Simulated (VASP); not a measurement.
# SnO2 (Fm-3m) in VASP: single point with HSE06

Aim: the single point of SnO2 with HSE06.

Everything below comes from runs of VASP 6.6.1. Logs are shortened: lines on timing, memory, paths and dates and some standing lists are left out, and cuts for length are marked.

### 1 The cell of the first run

The structure is cubic, space group Fm-3m (No. 225). Conventional cell: a = 5.067 Å, b = 5.067 Å, c = 5.067 Å, α = 90.00°, β = 90.00°, γ = 90.00°. Within 2.9 Å of Sn (site symmetry m-3m) lie 8 O at 2.19 Å. Within 2.9 Å of O (site symmetry -43m) lie 4 Sn at 2.19 Å and 6 O at 2.53 Å.

### 2 Single point, HSE06

File POSCAR:

```
SnO2
1.0
    0.0000000000      2.5334669712      2.5334669712
    2.5334669712      0.0000000000      2.5334669712
    2.5334669712      2.5334669712      0.0000000000
Sn O
1 2
Direct
    0.0000000000      0.0000000000      0.0000000000
    0.2500000000      0.2500000000      0.2500000000
    0.7500000000      0.7500000000      0.7500000000
```

File INCAR.step1:

```
PREC     = Accurate       # precision mode
ENCUT    = 520            # plane-wave cutoff, eV
EDIFF    = 1E-5           # SCF threshold, eV
ISMEAR   = 0              # smearing method
SIGMA    = 0.01           # smearing width, eV
LREAL    = F              # projectors in reciprocal space
LASPH    = T              # aspherical terms in the spheres
NELM     = 60             # most SCF steps
ALGO     = Normal         # electronic algorithm
ISIF     = 2              # what is computed and relaxed
LWAVE    = T              # write WAVECAR
NBANDS   = 20             # bands
GGA      = PE             # functional
```

File INCAR.step2:

```
PREC     = Accurate       # precision mode
ENCUT    = 520            # plane-wave cutoff, eV
EDIFF    = 1E-6           # SCF threshold, eV
ISMEAR   = 0              # smearing method
SIGMA    = 0.01           # smearing width, eV
LREAL    = F              # projectors in reciprocal space
LASPH    = T              # aspherical terms in the spheres
NELM     = 60             # most SCF steps
ALGO     = Normal         # electronic algorithm
ISIF     = 2              # what is computed and relaxed
LWAVE    = F              # write WAVECAR
LCHARG   = T              # write CHGCAR
GGA      = PE             # functional
LHFCALC  = T              # exact exchange
HFSCREEN = 0.2079         # screening, 1/A
PRECFOCK = Normal       
LELF     = T              # ELF
LVHAR    = T            
NBANDS   = 20             # bands
ISTART   = 1
```

File KPOINTS:

```
regular mesh
0
Gamma
  6 6 6
```

Potentials or basis: VASP PAW PBE potentials, release 64 (Sn_d, O).

Run with:

```
$ cat potpaw_PBE.64/Sn_d/POTCAR potpaw_PBE.64/O/POTCAR > POTCAR
$ cp INCAR.step1 INCAR
$ mpirun -np 1 vasp_std > vasp.out
$ cp INCAR.step2 INCAR
$ mpirun -np 1 vasp_std > vasp.out
```

OUTCAR:

```text
PREC = Accurate
   ENCUT = 520
   EDIFF = 1E-6
   ISMEAR = 0
   LREAL = F
   LASPH = T
   NELM = 60
   ISIF = 2
   GGA = PE
   LHFCALC = T
   HFSCREEN = 0.2079
   PRECFOCK = Normal
   ISTART = 1

 ion  position               nearest neighbor table
   1  0.000  0.000  0.000-   3 2.19   3 2.19   3 2.19   2 2.19   3 2.19   2 2.19   2 2.19   2 2.19

   2  0.250  0.250  0.250-   1 2.19   1 2.19   1 2.19   1 2.19
   3  0.750  0.750  0.750-   1 2.19   1 2.19   1 2.19   1 2.19

  LATTYP: Found a face centered cubic cell.
 ALAT       =     5.0669339424

  Lattice vectors:

 A1 = (   0.0000000000,   2.5334669712,   2.5334669712)
 A2 = (   2.5334669712,   0.0000000000,   2.5334669712)
 A3 = (   2.5334669712,   2.5334669712,   0.0000000000)

Analysis of symmetry for initial positions (statically):
=====================================================================
 Subroutine PRICEL returns:
 Original cell was already a primitive cell.

 Routine SETGRP: Setting up the symmetry group for a
 face centered cubic supercell.

 Subroutine GETGRP returns: Found 48 space group operations
 (whereof 48 operations were pure point group operations)
 out of a pool of 48 trial point group operations.

The static configuration has the point symmetry O_h .

Analysis of symmetry for dynamics (positions and initial velocities):
=====================================================================
 Subroutine PRICEL returns:
 Original cell was already a primitive cell.

 Routine SETGRP: Setting up the symmetry group for a
 face centered cubic supercell.

 Subroutine GETGRP returns: Found 48 space group operations
 (whereof 48 operations were pure point group operations)
 out of a pool of 48 trial point group operations.

The dynamic configuration has the point symmetry O_h .

 Subroutine INISYM returns: Found 48 space group operations
 (whereof 48 operations are pure point group operations),
 and found     1 'primitive' translations

----------------------------------------------------------------------------------------

                                     Primitive cell

[... 83 lines left out ...]
   EDIFF  = 0.1E-05   stopping-criterion for ELM
   LREAL  =      F    real-space projection
   EDIFFG = 0.1E-04   stopping-criterion for IOM
   NSW    =      0    number of steps for IOM
   IBRION =     -1    ionic relax: 0-MD 1-quasi-New 2-CG
   NFREE  =      0    steps in history (QN), initial steepest desc. (CG)
   ISIF   =      2    stress and relaxation
   ISYM   =      3    0-nonsym 1-usesym 2-fastsym
   POTIM  = 0.5000    time-step for ionic-motion
   TEBEG  =    0.0;   TEEND  =   0.0 temperature during run
   PSTRESS=    0.0 pullay stress
   NELECT =      26.0000    total number of electrons
   NUPDOWN=      -1.0000    fix difference up-down
   EMIN   =  10.00;   EMAX   =-10.00  energy-range for DOS
   EFERMI =   0.00;   METHOD = LEGACY
   ISMEAR =     0;   SIGMA  =   0.01  broadening in eV -4-tet -1-fermi 0-gaus
   EFERMI_NEDOS =   21; number of points for ismear=-14 and -15
   IALGO  =     38    algorithm
   IMIX   =      1    mixing-type and parameters
     AMIX     =   0.40;   BMIX     =  1.00
     AMIX_MAG =   1.60;   BMIX_MAG =  1.00
  volume/ion in A,a.u.               =      10.84        73.16
  Fermi-wavevector in a.u.,A,eV,Ry     =   1.519407  2.871262 31.410365  2.308597
  Thomas-Fermi vector in A             =   2.628397
   LORBIT       =      0    0 simple, 1 ext, 2 COOP (PROOUT), +10 PAW based schemes
   GGA     = PE    functional components
   LHFCALC =     T    Hartree Fock is set to
   PRECFOCK=normal    Normal, Fast or Accurate (Low or Medium for compatibility)
   ENCUT4O =  -1.0   cutoff for four orbital integrals eV
   NKREDX  =     1    reduce k-point grid by
   NKREDY  =     1    reduce k-point grid by
   NKREDZ  =     1    reduce k-point grid by
   AEXX    =    0.2500 exact exchange contribution
   HFSCREEN=    0.2079 screening length (either q_TF or 0.3 A-1)
   HFSCREENC=   0.2079 screening length for correlation (either q_TF or 0.3 A-1)
   ENCUTFOCK=  -1.0 apply spherical cutoff to Coloumb kernel
   IVDW    =     0    specifies the selected vdW correction
   LEPSILON=     F    determine dielectric tensor
   LRPA    =     F    only Hartree local field effects (RPA)
 non-spin polarized calculation
 Gauss-broadening in eV      SIGMA  =   0.01
  energy-cutoff  :      520.00
  volume of cell :       32.52
 maximum number of plane-waves:       899
 NGX is ok and might be reduce to    28
  NGX = 20; NGY = 20; NGZ = 20

 number of electron      25.9999988 magnetization

 Free energy of the ion-electron system (eV)
  ---------------------------------------------------
  ext. energy  EPLUGINS =         0.00000000
  ---------------------------------------------------
  free energy    TOTEN  =       -22.77882631 eV

  energy without entropy =      -22.77882631  energy(sigma->0) =      -22.77882631

 E-fermi :   7.0969     XC(G=0):  -9.7511

 val. band max:        6.9433088795   @ k =  -0.3333   0.5000   0.1667
 cond. band min:       8.6375986527   @ k =   0.0000   0.0000   0.0000
 fundamental gap:      1.6942897733
 Fermi energy:         7.0969099942

 k-point     1 :       0.0000    0.0000    0.0000
  band No.  band energies     occupation
      1     -15.1761      2.00000
      2     -15.1761      2.00000
      3     -15.1761      2.00000
      4     -14.9736      2.00000
      5     -14.9736      2.00000
      6     -14.4973      2.00000
[... 357 lines left out ...]
     19      26.2616      0.00000
     20      27.0872      0.00000

------------------------ aborting loop because EDIFF is reached ----------------------------------------

  FORCE on cell =-STRESS in cart. coord.  units (eV):
  Direction    XX          YY          ZZ          XY          YZ          ZX
  --------------------------------------------------------------------------------------
  -------------------------------------------------------------------------------------
  Total       -0.3687200     -0.3687200     -0.3687200      0.0000000      0.0000000      0.0000000
  in kB      -18.1648396    -18.1648396    -18.1648396      0.0000000      0.0000000      0.0000000
  external PRESSURE =     -18.1648396 kB  Pullay stress =       0.0000000 kB

 VOLUME and BASIS-vectors are now :
 -----------------------------------------------------------------------------
  energy-cutoff  :      520.00
  volume of cell :       32.52
      direct lattice vectors                 reciprocal lattice vectors
     0.000000000  2.533466971  2.533466971    -0.197358010  0.197358010  0.197358010
     2.533466971  0.000000000  2.533466971     0.197358010 -0.197358010  0.197358010
     2.533466971  2.533466971  0.000000000     0.197358010  0.197358010 -0.197358010

 POSITION                                       TOTAL-FORCE (eV/Angst)
 -----------------------------------------------------------------------------------
      0.00000      0.00000      0.00000         0.000000     -0.000000      0.000000
      1.26673      1.26673      1.26673        -0.000000     -0.000000     -0.000000
      3.80020      3.80020      3.80020         0.000000      0.000000     -0.000000
 -----------------------------------------------------------------------------------
    total drift:                                0.000000      0.000001      0.000000

  FREE ENERGIE OF THE ION-ELECTRON SYSTEM (eV)
  ---------------------------------------------------
  free  energy   TOTEN  =       -22.7788263065 eV

  energy  without entropy=      -22.7788263065  energy(sigma->0) =      -22.77882631
```

OUTCAR.step1:

```text
PREC = Accurate
   ENCUT = 520
   EDIFF = 1E-5
   ISMEAR = 0
   LREAL = F
[... 584 lines left out ...]
      0.00000      0.00000      0.00000         0.000000     -0.000000      0.000000
      1.26673      1.26673      1.26673         0.000000      0.000000      0.000000
      3.80020      3.80020      3.80020        -0.000000     -0.000000     -0.000000
 -----------------------------------------------------------------------------------
    total drift:                               -0.000000     -0.000000      0.000000

  FREE ENERGIE OF THE ION-ELECTRON SYSTEM (eV)
  ---------------------------------------------------
  free  energy   TOTEN  =       -17.8658081706 eV

  energy  without entropy=      -17.8658081706  energy(sigma->0) =      -17.86580817
```

OSZICAR.step1:

```text
N       E                     dE             d eps       ncg     rms          rms(c)
DAV:   1     0.236485131901E+03    0.23649E+03   -0.13499E+04   708   0.203E+03
DAV:   2     0.413120965276E+01   -0.23235E+03   -0.21870E+03   696   0.498E+02
DAV:   3    -0.203672086419E+02   -0.24498E+02   -0.24197E+02   728   0.134E+02
DAV:   4    -0.210563709156E+02   -0.68916E+00   -0.68850E+00   704   0.230E+01
DAV:   5    -0.210723400830E+02   -0.15969E-01   -0.15967E-01   820   0.373E+00    0.110E+01
DAV:   6    -0.178548783474E+02    0.32175E+01   -0.11075E+01   960   0.567E+01    0.392E+00
DAV:   7    -0.178803816235E+02   -0.25503E-01   -0.67603E-01   660   0.589E+00    0.196E+00
DAV:   8    -0.178671319433E+02    0.13250E-01   -0.63932E-02   704   0.256E+00    0.363E-01
DAV:   9    -0.178652893462E+02    0.18426E-02   -0.10738E-02   940   0.162E+00    0.828E-02
DAV:  10    -0.178658039153E+02   -0.51457E-03   -0.13010E-03   688   0.354E-01    0.197E-02
DAV:  11    -0.178658081706E+02   -0.42554E-05   -0.37461E-05   788   0.863E-02
   1 F= -.17865808E+02 E0= -.17865808E+02  d E =-.148926E-16
```

Run time: 67 min. Hardware: 1 thread of Intel Xeon Platinum 8375C at 2.90GHz (Ice Lake), shared host; peak memory 0.27 GiB.

Results:

* Free energy: -22.7788 eV
* Pressure: -1.8 GPa
* Band gap on the k mesh: 1.69 eV (least direct gap 3.16 eV)

Levels at points of the mesh, in eV from the valence-band top:
```csv
k point,band 10,band 11,band 12,band 13,band 14,band 15,band 16,band 17
"(0.00, 0.00, 0.00)",-3.17,-1.46,-1.46,-1.46,1.69,8.81,8.81,8.81
"(0.50, 0.00, 0.00)",-3.66,-3.66,-2.31,-2.31,6.64,9.79,12.45,12.45
"(0.50, 0.50, 0.00)",-5.95,-0.19,-0.19,-0.12,4.86,8.99,11.79,14.55
```

Caveat: the structure was generated, so it needn't be the stable form of SnO2; the PAW data sets were made with another functional, which shifts forces and pressure a little; spin-orbit coupling is left out, which moves the levels of the heavy elements.
